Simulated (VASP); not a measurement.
# BiTe: single point with PBE

Crystal: BiTe.

```xyz
4
Lattice="5.4092 -0.0136 -0.0817 -2.7164 4.7300 0.0993 -0.0956 0.0789 6.4983" Properties=species:S:1:pos:R:3 pbc="T T T"
Bi    2.7711    1.6392    0.2779
Bi   -0.1848    3.1437    3.5134
Te    2.6433    1.5833    3.8192
Te    0.0364    3.1652    0.5500
```

This cell differs from its parent crystal: atoms moved at random and the cell strained at random.

```json
{
  "Program": "VASP 6.6.1",
  "Task": "single point",
  "Functional": "PBE",
  "Potentials or basis": "VASP PAW PBE potentials, release 64 (Bi_d, Te)",
  "Cutoff": "520 eV",
  "k mesh": "8 × 8 × 4",
  "Occupations": "gaussian, width 0.05 eV",
  "Spin": "no spin polarisation",
  "Dipole correction": "no",
  "Further INCAR settings": "ALGO = Normal; EDIFF = 1e-07; NBANDS = 29"
}
```

* Pressure: 1.6 GPa
* Largest force: 0.616 eV/Å
* Band gap on the k mesh: zero (band 21 reaches 5.54 eV, above the bottom of band 22 at 4.59 eV)

Forces in eV/Å, atoms in the order of the input:
```
Bi  -0.060 -0.015  0.529
Bi   0.076  0.074  0.607
Te  -0.059 -0.052 -0.589
Te   0.043 -0.007 -0.546
```

Stress tensor (GPa, compression positive):
```
 1.66  0.36 -0.12
 0.36  1.28 -0.04
-0.12 -0.04  1.87
```

Levels at points of the mesh, in eV from the Fermi level:
```csv
k point,band 18,band 19,band 20,band 21,band 22,band 23,band 24,band 25
"(0.00, 0.00, 0.00)",-3.02,-2.82,-2.38,-0.78,-0.25,1.05,1.50,2.29
"(0.50, 0.00, 0.00)",-3.24,-3.00,-1.80,0.61,1.17,1.98,2.67,3.04
"(0.00, 0.50, 0.00)",-3.33,-3.14,-1.74,0.33,1.27,1.77,2.87,3.15
"(0.50, 0.50, 0.00)",-3.36,-3.18,-1.78,0.37,1.31,1.84,2.88,3.10
"(0.00, 0.00, 0.50)",-3.22,-2.81,-2.63,-0.14,-0.03,0.34,0.51,0.65
"(0.50, 0.00, 0.50)",-2.95,-2.17,-2.02,-0.49,-0.25,1.11,1.38,1.99
"(0.00, 0.50, 0.50)",-2.91,-2.26,-2.17,-0.38,-0.20,0.96,1.16,2.13
"(0.50, 0.50, 0.50)",-2.97,-2.33,-2.10,-0.46,-0.09,1.06,1.13,2.11
```

It took 10 min on 1 thread of Oxide Virtual Turin-like Processor, on a shared host, peak memory 0.61 GiB.

Caveat: the cell differs from its parent crystal (atoms moved at random and the cell strained at random); spin-orbit coupling is left out, which moves the levels of the heavy elements.
